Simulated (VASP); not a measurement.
# Hf3H in VASP: notebook

Hf3H is run at these levels: PBE; tasks: single point.

Program: VASP 6.6.1. These are calculated values, not measurements. Logs are shortened: lines on timing, memory, paths and dates and some standing lists are left out, and cuts for length are marked.

**1. The cell of the first run**

The cell holds a slab with vacuum, 4 atoms: a = 3.070 Å, b = 3.070 Å, c = 20.281 Å, α = 90.00°, β = 90.00°, γ = 109.47°.

**2. Single point, PBE**

Contents of INCAR:

```
SYSTEM = Hf3H
ALGO = Normal ; DIPOL = 0.5 0.5 0.362
EDIFF = 1E-6 ; ENCUT = 520
GGA = PE ; IDIPOL = 3
ISIF = 2 ; ISMEAR = 0
LASPH = .True. ; LCHARG = .False.
LDIPOL = .True. ; LREAL = .False.
LWAVE = .False. ; NBANDS = 24
NELM = 60 ; PREC = Accurate
SIGMA = 0.1
```

Contents of KPOINTS:

```
k-points
0
Gamma
  9 9 1
  0 0 0
```

Contents of POSCAR:

```
Hf3H
1.0
    3.0697355021      0.0000000000      0.0000000000
   -1.0232451674      2.8941743867      0.0000000000
    0.0000000000      0.0000000000     20.2814081478
Hf H
3 1
Direct
    0.5000000000      0.5000000000      0.1972249644
    0.0000000000      0.0000000000      0.3153436029
    0.5000000000      0.5000000000      0.4329782273
    0.6666666667      1.1666666667      0.5017266500
```

Potentials or basis: VASP PAW PBE potentials, release 64 (Hf_pv, H).

Run with:

```
cat potpaw_PBE.64/Hf_pv/POTCAR potpaw_PBE.64/H/POTCAR > POTCAR
mpirun -np 1 vasp_std > vasp.out
```

OUTCAR:

```text
SYSTEM = Hf3H
   EDIFF = 1E-6
   ENCUT = 520
   GGA = PE
   ISIF = 2
   ISMEAR = 0
   LASPH = .True.
   LREAL = .False.
   NELM = 60
   PREC = Accurate

 ion  position               nearest neighbor table
   1  0.500  0.500  0.197-   2 2.98   2 2.98   2 3.47   2 3.47
   2  0.000  0.000  0.315-   3 2.97   3 2.97   1 2.98   1 2.98   3 3.46   3 3.46   1 3.47   1 3.47

   3  0.500  0.500  0.433-   4 1.90   2 2.97   2 2.97   2 3.46   2 3.46
   4  0.667  0.167  0.502-   3 1.90

  LATTYP: Found a base centered orthorhombic cell.
 ALAT       =     3.5446252370
 B/A-ratio  =     1.4142135624
 C/A-ratio  =     5.7217355268

  Lattice vectors:

 A1 = (   3.0697355021,   0.0000000000,   0.0000000000)
 A2 = (  -1.0232451674,   2.8941743867,   0.0000000000)
 A3 = (   0.0000000000,   0.0000000000,  20.2814081478)

Analysis of symmetry for initial positions (statically):
=====================================================================
 Subroutine PRICEL returns:
 Original cell was already a primitive cell.

 Routine SETGRP: Setting up the symmetry group for a
 base centered orthorhombic supercell.

 Subroutine GETGRP returns: Found  1 space group operations
 (whereof  1 operations were pure point group operations)
 out of a pool of  8 trial point group operations.

The static configuration has the point symmetry C_1 .

Analysis of symmetry for dynamics (positions and initial velocities):
=====================================================================
 Subroutine PRICEL returns:
 Original cell was already a primitive cell.

 Routine SETGRP: Setting up the symmetry group for a
 base centered orthorhombic supercell.

 Subroutine GETGRP returns: Found  1 space group operations
 (whereof  1 operations were pure point group operations)
 out of a pool of  8 trial point group operations.

The dynamic configuration has the point symmetry C_1 .

 Subroutine INISYM returns: Found  1 space group operations
 (whereof  1 operations are pure point group operations),
 and found     1 'primitive' translations

----------------------------------------------------------------------------------------

                                     Primitive cell

  volume of cell :     180.1871

  direct lattice vectors                    reciprocal lattice vectors
     3.069735502  0.000000000  0.000000000     0.325760965  0.115173894  0.000000000
    -1.023245167  2.894174387  0.000000000     0.000000000  0.345521681  0.000000000
     0.000000000  0.000000000 20.281408148     0.000000000  0.000000000  0.049306241

  length of vectors
[... 94 lines left out ...]
   POTIM  = 0.5000    time-step for ionic-motion
   TEBEG  =    0.0;   TEEND  =   0.0 temperature during run
   PSTRESS=    0.0 pullay stress
   NELECT =      31.0000    total number of electrons
   NUPDOWN=      -1.0000    fix difference up-down
   EMIN   =  10.00;   EMAX   =-10.00  energy-range for DOS
   EFERMI =   0.00;   METHOD = LEGACY
   ISMEAR =     0;   SIGMA  =   0.10  broadening in eV -4-tet -1-fermi 0-gaus
   EFERMI_NEDOS =   21; number of points for ismear=-14 and -15
   IALGO  =     38    algorithm
   IMIX   =      4    mixing-type and parameters
     AMIX     =   0.40;   BMIX     =  1.00
     AMIX_MAG =   1.60;   BMIX_MAG =  1.00
  volume/ion in A,a.u.               =      45.05       303.99
  Fermi-wavevector in a.u.,A,eV,Ry     =   0.910516  1.720625 11.279760  0.829039
  Thomas-Fermi vector in A             =   2.034687
   LORBIT       =      0    0 simple, 1 ext, 2 COOP (PROOUT), +10 PAW based schemes
   GGA     = PE    functional components
   LHFCALC =     F    Hartree Fock is set to
   AEXX    =    0.0000 exact exchange contribution
   IVDW    =     0    specifies the selected vdW correction
   LEPSILON=     F    determine dielectric tensor
   LRPA    =     F    only Hartree local field effects (RPA)
 non-spin polarized calculation
 Gauss-broadening in eV      SIGMA  =   0.10
  energy-cutoff  :      520.00
  volume of cell :      180.19
 maximum number of plane-waves:      4883
   NGX = 11   NGY = 11   NGZ = 75

 dipolmoment           0.000000      0.000000     -0.000105 electrons x Angstroem

 number of electron      31.0000002 magnetization

 dipolmoment           0.000000      0.000000      0.030864 electrons x Angstroem

 Free energy of the ion-electron system (eV)
  ---------------------------------------------------
  ext. energy  EPLUGINS =         0.00000000
  ---------------------------------------------------
  free energy    TOTEN  =       -31.37678253 eV

  energy without entropy =      -31.34245193  energy(sigma->0) =      -31.35961723

 E-fermi :  -0.9590     XC(G=0):  -5.2449

 val. band max:       -0.9601029429   @ k =   0.2222   0.1111   0.0000
 cond. band min:      -0.9400632052   @ k =   0.3333  -0.4444   0.0000
 fundamental gap:      0.0200397378
 Fermi energy:        -0.9589805173

 k-point     1 :       0.0000    0.0000    0.0000
  band No.  band energies     occupation
      1     -31.7791      2.00000
      2     -31.6296      2.00000
      3     -31.2879      2.00000
      4     -31.2381      2.00000
      5     -31.1360      2.00000
      6     -31.0282      2.00000
[... 637 lines left out ...]
     23       3.9229      0.00000
     24       4.0555      0.00000

 [... further k-points ...]

------------------------ aborting loop because EDIFF is reached ----------------------------------------

 vacuum level on the upper side and lower side of the slab       (xc-potential included)         0.069        -0.532

  FORCE on cell =-STRESS in cart. coord.  units (eV):
  Direction    XX          YY          ZZ          XY          YZ          ZX
  --------------------------------------------------------------------------------------
  -------------------------------------------------------------------------------------
  Total       -0.5564482     -1.0662909      0.7130862     -0.8189785     -1.2304516      1.1834016
  in kB       -4.9477933     -9.4811830      6.3405784     -7.2821455    -10.9408570     10.5225008
  external PRESSURE =      -2.6961326 kB  Pullay stress =       0.0000000 kB

 VOLUME and BASIS-vectors are now :
 -----------------------------------------------------------------------------
  energy-cutoff  :      520.00
  volume of cell :      180.19
      direct lattice vectors                 reciprocal lattice vectors
     3.069735502  0.000000000  0.000000000     0.325760965  0.115173894  0.000000000
    -1.023245167  2.894174387  0.000000000     0.000000000  0.345521681  0.000000000
     0.000000000  0.000000000 20.281408148     0.000000000  0.000000000  0.049306241

 POSITION                                       TOTAL-FORCE (eV/Angst)
 -----------------------------------------------------------------------------------
      1.02325      1.44709      4.00000         0.003474      0.018073      0.000208
      0.00000      0.00000      6.39561        -0.019031     -0.021935     -0.307165
      1.02325      1.44709      8.78141        -0.812563      0.861908      0.306761
      1.87595      0.48236     10.17572         0.828120     -0.858046      0.000196
 -----------------------------------------------------------------------------------
    total drift:                               -0.000005      0.000009      0.000611

  FREE ENERGIE OF THE ION-ELECTRON SYSTEM (eV)
  ---------------------------------------------------
  free  energy   TOTEN  =       -31.3767825320 eV

  energy  without entropy=      -31.3424519347  energy(sigma->0) =      -31.35961723

 vacuum level on the upper side and lower side of the slab         3.686         3.054
```

OSZICAR:

```text
N       E                     dE             d eps       ncg     rms          rms(c)
DAV:   1     0.943432668233E+02    0.94343E+02   -0.16533E+04  2616   0.105E+03
DAV:   2    -0.279318130329E+02   -0.12228E+03   -0.11513E+03  2472   0.242E+02
DAV:   3    -0.342820482448E+02   -0.63502E+01   -0.61132E+01  2632   0.402E+01
[... 35 lines left out ...]
DAV:  39    -0.313767760208E+02   -0.81069E-05   -0.56724E-06  2152   0.909E-03    0.344E-02
DAV:  40    -0.313767776639E+02   -0.16431E-05   -0.15202E-06  2056   0.507E-03    0.336E-02
DAV:  41    -0.313767803365E+02   -0.26726E-05   -0.81997E-07  1608   0.370E-03    0.235E-02
DAV:  42    -0.313767819575E+02   -0.16209E-05   -0.12253E-06  1928   0.442E-03    0.108E-02
DAV:  43    -0.313767825320E+02   -0.57454E-06   -0.26066E-07  1512   0.243E-03
   1 F= -.31376783E+02 E0= -.31359617E+02  d E =-.343306E-01
```

It took 17 min on 1 thread of AMD EPYC 7R13, shared host; peak memory 0.35 GiB.

Results:

* Free energy: -31.3768 eV
* Largest force: 1.224 eV/Å

Forces in eV/Å, atoms in the order of the input:
```
Hf   0.003  0.018  0.000
Hf  -0.019 -0.022 -0.307
Hf  -0.813  0.862  0.307
H    0.828 -0.858  0.000
```

Caveat: spin-orbit coupling is left out, which moves the levels of the heavy elements.

**3. Single point, PBE**

Contents of INCAR:

```
SYSTEM = Hf3H
PREC     = Accurate       ! precision mode
ENCUT    = 520            ! plane-wave cutoff, eV
EDIFF    = 1E-6           ! SCF threshold, eV
ISMEAR   = 0              ! smearing method
SIGMA    = 0.1            ! smearing width, eV
LREAL    = .FALSE.        ! projectors in reciprocal space
LASPH    = .TRUE.         ! aspherical terms in the spheres
NELM     = 80             ! most SCF steps
ALGO     = Normal         ! electronic algorithm
ISIF     = 2              ! what is computed and relaxed
LWAVE    = .FALSE.        ! write WAVECAR
LCHARG   = .FALSE.        ! write CHGCAR
LDIPOL   = .TRUE.       
IDIPOL   = 3            
DIPOL    = 0.5 0.5 0.359
GGA      = PE             ! functional
NBANDS   = 24             ! bands
```

Contents of KPOINTS:

```
Automatic mesh
0
G
  9 9 1
  0 0 0
```

POSCAR, as its differences from that of step 2:

```diff
@@ -11,2 +11,2 @@
     0.5000000000      0.5000000000      0.4329782273
-    0.6666666667      1.1666666667      0.5017266500
+    0.8333333333      1.0000000000      0.4917233009
```

Potentials or basis: VASP PAW PBE potentials, release 64 (Hf_pv, H).

Run with:

```
cat potpaw_PBE.64/Hf_pv/POTCAR potpaw_PBE.64/H/POTCAR > POTCAR
mpirun -np 1 vasp_std > vasp.out
```

OUTCAR:

```text
SYSTEM = Hf3H
   PREC = Accurate
   ENCUT = 520
   EDIFF = 1E-6
   ISMEAR = 0
   LREAL = .FALSE.
   LASPH = .TRUE.
   NELM = 80
   ISIF = 2
   GGA = PE

 ion  position               nearest neighbor table
   1  0.500  0.500  0.197-   2 2.98   2 2.98   2 3.47   2 3.47
   2  0.000  0.000  0.315-   3 2.97   3 2.97   1 2.98   1 2.98   3 3.46   3 3.46   1 3.47   1 3.47

   3  0.500  0.500  0.433-   4 1.94   2 2.97   2 2.97   2 3.46   2 3.46
   4  0.833  0.000  0.492-   3 1.94

  LATTYP: Found a base centered orthorhombic cell.
[... 855 lines left out ...]
  --------------------------------------------------------------------------------------
  -------------------------------------------------------------------------------------
  Total       -1.7656157     -1.4578073      0.8311892      0.2701877      1.1928875      0.0747260
  in kB      -15.6993982    -12.9624457      7.3907192      2.4024393     10.6068473      0.6644441
  external PRESSURE =      -7.0903749 kB  Pullay stress =       0.0000000 kB

 VOLUME and BASIS-vectors are now :
 -----------------------------------------------------------------------------
  energy-cutoff  :      520.00
  volume of cell :      180.19
      direct lattice vectors                 reciprocal lattice vectors
     3.069735502  0.000000000  0.000000000     0.325760965  0.115173894  0.000000000
    -1.023245167  2.894174387  0.000000000     0.000000000  0.345521681  0.000000000
     0.000000000  0.000000000 20.281408148     0.000000000  0.000000000  0.049306241

 POSITION                                       TOTAL-FORCE (eV/Angst)
 -----------------------------------------------------------------------------------
      1.02325      1.44709      4.00000        -0.029604     -0.016971     -0.054275
      0.00000      0.00000      6.39561         0.065053      0.044358     -0.251440
      1.02325      1.44709      8.78141        -0.109612     -1.049731      0.302209
      2.55811      0.00000      9.97284         0.074163      1.022344      0.003507
 -----------------------------------------------------------------------------------
    total drift:                                0.000048      0.000046     -0.001016

  FREE ENERGIE OF THE ION-ELECTRON SYSTEM (eV)
  ---------------------------------------------------
  free  energy   TOTEN  =       -31.5288707308 eV

  energy  without entropy=      -31.4984316672  energy(sigma->0) =      -31.51365120

 vacuum level on the upper side and lower side of the slab         3.327         3.226
```

OSZICAR:

```text
N       E                     dE             d eps       ncg     rms          rms(c)
DAV:   1     0.949422886929E+02    0.94942E+02   -0.16531E+04  2608   0.105E+03
DAV:   2    -0.280451447420E+02   -0.12299E+03   -0.11618E+03  2456   0.243E+02
DAV:   3    -0.344994046719E+02   -0.64543E+01   -0.62088E+01  2648   0.403E+01
[... 34 lines left out ...]
DAV:  38    -0.315288603423E+02   -0.10322E-04   -0.94661E-07  1808   0.425E-03    0.250E-02
DAV:  39    -0.315288638909E+02   -0.35486E-05   -0.76509E-07  1848   0.291E-03    0.166E-02
DAV:  40    -0.315288671213E+02   -0.32305E-05   -0.68772E-07  1888   0.271E-03    0.860E-03
DAV:  41    -0.315288700271E+02   -0.29058E-05   -0.81425E-07  1896   0.422E-03    0.870E-03
DAV:  42    -0.315288707308E+02   -0.70364E-06   -0.11637E-07  1488   0.139E-03
   1 F= -.31528871E+02 E0= -.31513651E+02  d E =-.304391E-01
```

Wall time 15 min (1 thread of AMD EPYC 7R13, shared host); peak memory 0.35 GiB.

Results:

```yaml
Free_energy: -31.5289 eV
Largest_force: 1.098 eV/Å
```

Forces in eV/Å, atoms in the order of the input:
```
Hf  -0.030 -0.017 -0.054
Hf   0.065  0.044 -0.251
Hf  -0.110 -1.050  0.302
H    0.074  1.022  0.004
```

Caveat: spin-orbit coupling is left out, which moves the levels of the heavy elements.

**4. Single point, PBE**

INCAR, as its differences from that of step 3:

```diff
@@ -15,3 +15,3 @@
 IDIPOL   = 3            
-DIPOL    = 0.5 0.5 0.359
+DIPOL    = 0.5 0.5 0.360
 GGA      = PE             ! functional
```

KPOINTS is that of step 3.

POSCAR, as its differences from that of step 3:

```diff
@@ -11,2 +11,2 @@
     0.5000000000      0.5000000000      0.4329782273
-    0.8333333333      1.0000000000      0.4917233009
+    0.6666666667      1.0000000000      0.4960999507
```

Run with:

```
cat potpaw_PBE.64/Hf_pv/POTCAR potpaw_PBE.64/H/POTCAR > POTCAR
mpirun -np 1 vasp_std > vasp.out
```

Run time: 18 min. Hardware: 1 thread of AMD EPYC 7R13, shared host; peak memory 0.35 GiB.

Results (log left out):

| Property | Result |
| --- | --- |
| Free energy | -31.5194 eV |
| Largest force | 0.983 eV/Å |

Forces in eV/Å, atoms in the order of the input:
```
Hf  -0.012  0.016 -0.038
Hf   0.030 -0.009 -0.272
Hf  -0.047 -0.928  0.318
H    0.029  0.922 -0.008
```

Levels at points of the mesh, in eV from the Fermi level:
```
           k point  band 12  band 13  band 14  band 15  band 16  band 17  band 18  band 19  band 20  band 21
(0.00, 0.00, 0.00)    -3.99    -1.95    -0.45     0.02     0.15     1.07     1.29     1.53     1.81     3.56
```

Caveat: spin-orbit coupling is left out, which moves the levels of the heavy elements.
